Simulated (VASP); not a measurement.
TiB2, 3 atoms in the cell. The structure is hexagonal, space group P6/mmm (No. 191). The conventional cell has a = 3.153 Å, b = 3.153 Å, c = 3.169 Å, α = 90.00°, β = 90.00°, γ = 120.00°. Ti (site symmetry 6/mmm) has 12 B at 2.41 Å and 8 Ti at 3.15 to 3.17 Å within 3.2 Å. B (site symmetry -6m2) has 3 B at 1.82 Å and 6 Ti at 2.41 Å within 2.5 Å.  This cell differs from its parent crystal: biaxial strain in the a-b plane: +4.0 %, then relaxed in part.

* Program: VASP 6.6.1
* Task: single point
* Functional: PBE
* Potentials or basis: VASP PAW PBE potentials, release 64 (Ti_sv, B)
* Cutoff: 520 eV
* k mesh: 15 × 15 × 14
* Occupations: gaussian, width 0.1 eV
* Spin: no spin polarisation
* Dipole correction: no
* Further INCAR settings: ALGO = Normal; EDIFF = 1e-06; NBANDS = 16

Potentials or basis: VASP PAW PBE potentials, release 64 (Ti_sv, B).

Command:

```bash
$ cat potpaw_PBE.64/Ti_sv/POTCAR potpaw_PBE.64/B/POTCAR > POTCAR
$ mpirun -np 1 vasp_std > vasp.out
```

Hardware: 1 thread of Intel Xeon 8259CL, on a shared host.

Question: How long does it take, and how much memory?

Answer: Run time: 69 s on 1 thread of Intel Xeon 8259CL, on a shared host, peak memory 0.21 GiB. Counts: scf iterations 13, k points 216.
